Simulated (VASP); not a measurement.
# SnSe2 (P-3m1) in VASP: a series of runs, part 2 of 3

VASP 6.6.1. The steps go on from the part before.

## Step 3: Relaxation of cell and atoms, PBE+D3(BJ)

This run uses another cell than the first one, of 25.73 Å³/atom, 1.105 times its volume.

INCAR

```
SYSTEM = SnSe2
PREC = Accurate ; ENCUT = 600
EDIFF = 1E-6 ; ISMEAR = 0
SIGMA = 0.1 ; LREAL = .False.
LASPH = .True. ; NELM = 80
ALGO = Normal ; ISIF = 3
LWAVE = .False. ; LCHARG = .False.
GGA = PE ; IVDW = 12
IBRION = 2 ; NSW = 100
EDIFFG = -0.05
```

KPOINTS

```
regular mesh
0
Gamma
  6 6 4
  0 0 0
```

POSCAR

```
SnSe2
1.0
    3.8110000000      0.0000000000      0.0000000000
   -1.9055000000      3.3004228138      0.0000000000
    0.0000000000      0.0000000000      6.1360000000
Sn Se
1 2
Direct
    0.0000000000      0.0000000000      0.0000000000
    0.3333333333      0.6666666667      0.2490000000
    0.6666666667      0.3333333333      0.7510000000
```

Potentials or basis: VASP PAW PBE potentials, release 64 (Sn_d, Se).

On the command line:

```
> cat potpaw_PBE.64/Sn_d/POTCAR potpaw_PBE.64/Se/POTCAR > POTCAR
> mpirun -np 1 vasp_std > vasp.out
```

OUTCAR:

```text
SYSTEM = SnSe2
   PREC = Accurate
   ENCUT = 600
   EDIFF = 1E-6
   ISMEAR = 0
   LREAL = .False.
   LASPH = .True.
   NELM = 80
   ISIF = 3
   GGA = PE
   IVDW = 12
   IBRION = 2
   NSW = 100
   EDIFFG = -0.05
 IVDW          = 12

 ion  position               nearest neighbor table
   1  0.000  0.000  0.000-   2 2.68   3 2.68   2 2.68   3 2.68   3 2.68   2 2.68
   2  0.333  0.667  0.249-   1 2.68   1 2.68   1 2.68
   3  0.667  0.333  0.751-   1 2.68   1 2.68   1 2.68

  LATTYP: Found a hexagonal cell.
 ALAT       =     3.8110000000
 C/A-ratio  =     1.6100760955

  Lattice vectors:

 A1 = (   3.8110000000,   0.0000000000,   0.0000000000)
 A2 = (  -1.9055000000,   3.3004228138,   0.0000000000)
 A3 = (   0.0000000000,   0.0000000000,   6.1360000000)

Analysis of symmetry for initial positions (statically):
=====================================================================
 Subroutine PRICEL returns:
 Original cell was already a primitive cell.

 Routine SETGRP: Setting up the symmetry group for a
 hexagonal supercell.

 Subroutine GETGRP returns: Found 12 space group operations
 (whereof 12 operations were pure point group operations)
 out of a pool of 24 trial point group operations.

The static configuration has the point symmetry D_3d.

Analysis of symmetry for dynamics (positions and initial velocities):
=====================================================================
 Subroutine PRICEL returns:
 Original cell was already a primitive cell.

 Routine SETGRP: Setting up the symmetry group for a
 hexagonal supercell.

 Subroutine GETGRP returns: Found 12 space group operations
 (whereof 12 operations were pure point group operations)
 out of a pool of 24 trial point group operations.

The dynamic configuration has the point symmetry D_3d.

 Subroutine INISYM returns: Found 12 space group operations
 (whereof 12 operations are pure point group operations),
 and found     1 'primitive' translations

----------------------------------------------------------------------------------------

                                     Primitive cell

  volume of cell :      77.1781

  direct lattice vectors                    reciprocal lattice vectors
     3.811000000  0.000000000  0.000000000     0.262398321  0.151495741  0.000000000
    -1.905500000  3.300422814  0.000000000     0.000000000  0.302991482  0.000000000
     0.000000000  0.000000000  6.136000000     0.000000000  0.000000000  0.162972621

  length of vectors
     3.811000000  3.811000000  6.136000000     0.302991482  0.302991482  0.162972621

  position of ions in fractional coordinates (direct lattice)
     0.000000000  0.000000000  0.000000000
     0.333333333  0.666666667  0.249000000
     0.666666667  0.333333333  0.751000000

  ion indices of the primitive-cell ions
   primitive index   ion index
                 1           1
                 2           2
                 3           3

----------------------------------------------------------------------------------------

 KPOINTS: regular mesh

Automatic generation of k-mesh.
 Grid dimensions read from file:
 generate k-points for:    6    6    4

 Generating k-lattice:

  Cartesian coordinates                     Fractional coordinates (reciprocal lattice)
     0.043733053  0.025249290  0.000000000     0.166666667  0.000000000  0.000000000
     0.000000000  0.050498580  0.000000000     0.000000000  0.166666667  0.000000000
     0.000000000  0.000000000  0.040743155     0.000000000  0.000000000  0.250000000

  Length of vectors
     0.050498580  0.050498580  0.040743155

  Shift w.r.t. Gamma in fractional coordinates (k-lattice)
     0.000000000  0.000000000  0.000000000

 Subroutine IBZKPT returns following result:
 ===========================================

 Found     24 irreducible k-points:

 Following reciprocal coordinates:
            Coordinates               Weight
  0.000000  0.000000  0.000000      1.000000
  0.166667 -0.000000  0.000000      6.000000
  0.333333  0.000000  0.000000      6.000000
  0.500000  0.000000  0.000000      3.000000
[... 30 lines left out ...]
   ISYM   =      2    0-nonsym 1-usesym 2-fastsym
   POTIM  = 0.5000    time-step for ionic-motion
   TEBEG  =    0.0;   TEEND  =   0.0 temperature during run
   PSTRESS=    0.0 pullay stress
   NELECT =      26.0000    total number of electrons
   NUPDOWN=      -1.0000    fix difference up-down
   EMIN   =  10.00;   EMAX   =-10.00  energy-range for DOS
   EFERMI =   0.00;   METHOD = LEGACY
   ISMEAR =     0;   SIGMA  =   0.10  broadening in eV -4-tet -1-fermi 0-gaus
   EFERMI_NEDOS =   21; number of points for ismear=-14 and -15
   IALGO  =     38    algorithm
   IMIX   =      4    mixing-type and parameters
     AMIX     =   0.40;   BMIX     =  1.00
     AMIX_MAG =   1.60;   BMIX_MAG =  1.00
  volume/ion in A,a.u.               =      25.73       173.61
  Fermi-wavevector in a.u.,A,eV,Ry     =   1.139116  2.152617 17.654722  1.297585
  Thomas-Fermi vector in A             =   2.275820
   LORBIT       =      0    0 simple, 1 ext, 2 COOP (PROOUT), +10 PAW based schemes
   GGA     = PE    functional components
   LHFCALC =     F    Hartree Fock is set to
   AEXX    =    0.0000 exact exchange contribution
   IVDW    =    12    specifies the selected vdW correction
   LEPSILON=     F    determine dielectric tensor
   LRPA    =     F    only Hartree local field effects (RPA)
 conjugate gradient relaxation of ions
 non-spin polarized calculation
 Gauss-broadening in eV      SIGMA  =   0.10
  energy-cutoff  :      600.00
  volume of cell :       77.18
 maximum number of plane-waves:      2604
   NGX = 15   NGY = 15   NGZ = 25

--------------------------------------- Ionic step        1  -------------------------------------------

 number of electron      25.9999991 magnetization

 Free energy of the ion-electron system (eV)
  ---------------------------------------------------
  ext. energy  EPLUGINS =         0.00000000
  ---------------------------------------------------
  free energy    TOTEN  =       -11.73724591 eV

  energy without entropy =      -11.73724591  energy(sigma->0) =      -11.73724591

------------------------ aborting loop because EDIFF is reached ----------------------------------------

 Edisp (eV)   -1.08284

 E8    (eV) :    -0.4736
[... 108 lines left out ...]
  FREE ENERGIE OF THE ION-ELECTRON SYSTEM (eV)
  ---------------------------------------------------
  free  energy   TOTEN  =       -12.8715213844 eV

  energy  without entropy=      -12.8715213832  energy(sigma->0) =      -12.87152138

 E-fermi :   4.2484     XC(G=0):  -9.3703

 val. band max:        3.8895075529   @ k =   0.1667  -0.0000   0.0000
 cond. band min:       4.5893518726   @ k =   0.5000   0.0000   0.5000
 fundamental gap:      0.6998443197
 Fermi energy:         4.2484136667

 k-point     1 :       0.0000    0.0000    0.0000
  band No.  band energies     occupation
      1     -17.3113      2.00000
      2     -17.3113      2.00000
      3     -17.2750      2.00000
      4     -17.2640      2.00000
      5     -17.2640      2.00000
      6      -9.7958      2.00000
[... 457 lines left out ...]
      4     -17.2646      2.00000
      5     -17.2449      2.00000
      6      -7.8232      2.00000
[... 9 lines left out ...]
     16       8.3227      0.00000
     17       9.8509      0.00000

[... ionic steps 4 to 10 ...]

--------------------------------------- Ionic step       11  -------------------------------------------

 number of electron      25.9999995 magnetization

------------------------ aborting loop because EDIFF is reached ----------------------------------------
[... 77 lines left out ...]
--------------------------------------- Ionic step       13  -------------------------------------------

 number of electron      25.9999996 magnetization

 Free energy of the ion-electron system (eV)
  ---------------------------------------------------
  ext. energy  EPLUGINS =         0.00000000
  ---------------------------------------------------
  free energy    TOTEN  =       -11.79600930 eV

  energy without entropy =      -11.79600902  energy(sigma->0) =      -11.79600916

 E-fermi :   4.6591     XC(G=0):  -9.5591

 val. band max:        4.3467351657   @ k =   0.1667  -0.0000   0.0000
 cond. band min:       4.9714384815   @ k =   0.5000   0.0000   0.2500
 fundamental gap:      0.6247033158
 Fermi energy:         4.6591412817

 k-point     1 :       0.0000    0.0000    0.0000
  band No.  band energies     occupation
      1     -16.9841      2.00000
      2     -16.9841      2.00000
      3     -16.9517      2.00000
      4     -16.9400      2.00000
      5     -16.9400      2.00000
      6      -9.5108      2.00000
[... 503 lines left out ...]
  FREE ENERGIE OF THE ION-ELECTRON SYSTEM (eV)
  ---------------------------------------------------
  free  energy   TOTEN  =       -12.8870021545 eV

  energy  without entropy=      -12.8870018788  energy(sigma->0) =      -12.88700202

 reached required accuracy - stopping structural energy minimisation
```

OSZICAR:

```text
N       E                     dE             d eps       ncg     rms          rms(c)
DAV:   1     0.210965383163E+03    0.21097E+03   -0.13654E+04   816   0.193E+03
DAV:   2     0.106998899983E+02   -0.20027E+03   -0.19683E+03   889   0.434E+02
DAV:   3    -0.113647721646E+02   -0.22065E+02   -0.21545E+02  1058   0.127E+02
DAV:   4    -0.119996475812E+02   -0.63488E+00   -0.63425E+00  1008   0.231E+01
[... 108 lines left out ...]
DAV:   2    -0.117993809666E+02    0.98629E-02   -0.26453E-02  1024   0.249E+00    0.314E-01
DAV:   3    -0.117961080694E+02    0.32729E-02   -0.92274E-03  1013   0.145E+00    0.653E-02
DAV:   4    -0.117960469024E+02    0.61167E-04   -0.55693E-04   885   0.241E-01    0.395E-02
DAV:   5    -0.117960102687E+02    0.36634E-04   -0.54147E-05  1155   0.867E-02    0.101E-02
DAV:   6    -0.117960093001E+02    0.96864E-06   -0.73692E-06   932   0.294E-02
  13 F= -.12887002E+02 E0= -.12887002E+02  d E =-.779365E-03
```

CONTCAR:

```text
SnSe2
   1.00000000000000
     3.8423968554537318   -0.0000000000000000   -0.0000000000000000
    -1.9211984277268659    3.3276132882213498   -0.0000000000000000
    -0.0000000000000000    0.0000000000000000    6.0054994365310534
  Sn              Se
     1     2
Direct
     0.0000000000000000    0.0000000000000000    0.0000000000000000
     0.3333333332999970    0.6666666667000030    0.2653406279894978
     0.6666666667000030    0.3333333332999970    0.7346593720105024

  0.00000000E+00  0.00000000E+00  0.00000000E+00
  0.00000000E+00  0.00000000E+00  0.00000000E+00
  0.00000000E+00  0.00000000E+00  0.00000000E+00
```

It took 3.5 min on 1 thread of Intel Xeon Platinum 8488C (Sapphire Rapids), shared host; peak memory 0.23 GiB.

What came out:

```yaml
Free_energy: -12.8870 eV
Relaxed_volume: 25.60 Å³/atom
Relaxed_cell: a = 3.842 Å, b = 3.842 Å, c = 6.005 Å, α = 90.00°, β = 90.00°, γ = 120.00°
Space_group_after_relaxing_to_0.05_Å: P-3m1 (No. 164)
Energy_gained_by_relaxing: 22.3 meV/atom
Ionic_steps: 13
Pressure_after_relaxing: 0.1 GPa
Largest_force_after_relaxing: 0.006 eV/Å
Band_gap_on_the_k_mesh: 0.62 eV, indirect (least direct gap 0.80 eV)
Dispersion_energy_per_atom: -0.364 eV
```

Forces on the atoms (eV/Å):
```
Sn   0.000  0.000  0.000
Se   0.000  0.000 -0.006
Se   0.000  0.000  0.006
```

The path:
```csv
step,energy change (eV),largest force (eV/Å),pressure (GPa),volume (Å³)
1,0.0000,0.8080,3.36,77.18
2,-0.0188,0.2956,-2.87,83.35
3,-0.0514,0.1595,-0.40,80.51
4,-0.0514,0.1710,-0.32,80.44
5,-0.0549,0.1277,-0.21,79.94
6,-0.0569,0.0759,-0.04,79.35
7,-0.0570,0.0604,0.01,79.18
8,-0.0591,0.0419,-0.06,78.94
9,-0.0639,0.0117,-0.26,78.21
10,-0.0651,0.1142,-0.49,76.72
11,-0.0661,0.0662,-0.37,77.37
12,-0.0660,0.0605,0.50,76.16
13,-0.0669,0.0056,0.05,76.79
```

Final structure:
```cif
data_structure
_symmetry_space_group_name_H-M 'P 1'
_symmetry_Int_Tables_number 1
_cell_length_a 3.8424
_cell_length_b 3.8424
_cell_length_c 6.0055
_cell_angle_alpha 90.000
_cell_angle_beta 90.000
_cell_angle_gamma 120.000
_cell_volume 76.79
loop_
_atom_site_label
_atom_site_type_symbol
_atom_site_fract_x
_atom_site_fract_y
_atom_site_fract_z
_atom_site_occupancy
Sn1 Sn 0.00000 0.00000 0.00000 1
Se1 Se 0.33333 0.66667 0.26534 1
Se2 Se 0.66667 0.33333 0.73466 1
```

Caveat: spin-orbit coupling is left out, which moves the levels of the heavy elements; the relaxation stopped at a loose force limit of 0.05 eV/Å, so its end isn't a converged minimum. A k mesh can miss the band edges.

## Step 4: Single point, PBE+D3(BJ) (volume scaled by 0.94, then relaxed in part)

INCAR

```
SYSTEM = SnSe2
  PREC = Accurate
  ENCUT = 520
  EDIFF = 1E-6
  ISMEAR = 0
  SIGMA = 0.02
  LREAL = .FALSE.
  LASPH = .TRUE.
  NELM = 60
  ALGO = Normal
  ISIF = 2
  LWAVE = .FALSE.
  LCHARG = .FALSE.
  GGA = PE
  IVDW = 12
  NBANDS = 20
```

KPOINTS

```
Automatic mesh
0
G
  12 12 6
  0 0 0
```

POSCAR

```
SnSe2
1.0
    3.8052870762      0.0000000000      0.0000000000
   -1.9026435381      3.2954752767      0.0000000000
    0.0000000000      0.0000000000      5.7516563645
Sn Se
1 2
Direct
    0.0000000000      0.0000000000      0.0000000000
    0.3333333333      0.6666666667      0.2767446572
    0.6666666667      0.3333333333      0.7232553428
```

On the command line:

```
> cat potpaw_PBE.64/Sn_d/POTCAR potpaw_PBE.64/Se/POTCAR > POTCAR
> mpirun -np 1 vasp_std > vasp.out
```

It took 71 s on 1 thread of Intel Xeon Platinum 8488C (Sapphire Rapids), shared host; peak memory 0.28 GiB.

Results (log left out):

- Free energy: -12.8668 eV
- Pressure: 2.5 GPa
- Largest force: 0.010 eV/Å
- Band gap on the k mesh: 0.07 eV, indirect (least direct gap 0.71 eV)
- Dispersion energy per atom: -0.389 eV

Forces in eV/Å, atoms in the order of the input:
```
Sn   0.000  0.000  0.000
Se   0.000  0.000  0.010
Se   0.000  0.000 -0.010
```

Levels at points of the mesh, in eV from the valence-band top:
| k point | band 10 | band 11 | band 12 | band 13 | band 14 | band 15 | band 16 | band 17 |
| --- | --- | --- | --- | --- | --- | --- | --- | --- |
| (0.00, 0.00, 0.00) | -0.97 | -0.93 | -0.93 | -0.18 | 0.53 | 2.75 | 4.35 | 4.35 |
| (0.50, 0.00, 0.00) | -3.83 | -3.10 | -2.30 | -0.54 | 1.10 | 3.24 | 4.47 | 4.48 |
| (0.00, 0.00, 0.50) | -1.24 | -1.24 | -0.51 | -0.51 | 2.47 | 2.57 | 3.78 | 3.78 |
| (0.50, 0.00, 0.50) | -2.64 | -2.25 | -1.52 | -1.48 | 0.55 | 3.58 | 4.32 | 5.57 |

Caveat: the cell differs from its parent crystal (volume scaled by 0.94, then relaxed in part); spin-orbit coupling is left out, which moves the levels of the heavy elements. A k mesh can miss the band edges.

(Continued in part 3 of 3.)
